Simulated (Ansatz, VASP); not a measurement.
Re in VASP and in Ansatz

```
CELL_PARAMETERS angstrom
-1.53475 1.53475 1.53475
1.53475 -1.53475 1.53475
1.53475 1.53475 -1.53475
ATOMIC_POSITIONS crystal
Re 0.00000 0.00000 0.00000
```

Alike in both runs: functional LDA; k mesh 14 × 14 × 14; occupations fermi-dirac, width 0.1 eV; no spin polarisation.

Ansatz relaxed the structure, and its values are those at the end. VASP's run is a single point on that final structure, the one shown.

|  | VASP | Ansatz |
| --- | --- | --- |
| version | VASP 6.6.1 | Ansatz 0.2.0 |
| potentials or method | VASP PAW LDA potentials, release 64 (Re), cutoff 520 eV | plane waves (420 eV) with PAW, scalar-relativistic |
| valence electrons in the cell | 7 | 15 |

```csv
,VASP,Ansatz,Ansatz less VASP
pressure (GPa),1.5,0.0,-1.47
```

Ansatz warns that its potentials were made for another functional, while VASP's fit it. LDA's correlation is that of Perdew and Zunger in VASP and of Perdew and Wang (1992) in Ansatz. VASP's potentials hold 7 valence electrons a cell and Ansatz's 15, so a difference there can come from the potentials and not from the codes.

Spin-orbit coupling is off throughout.
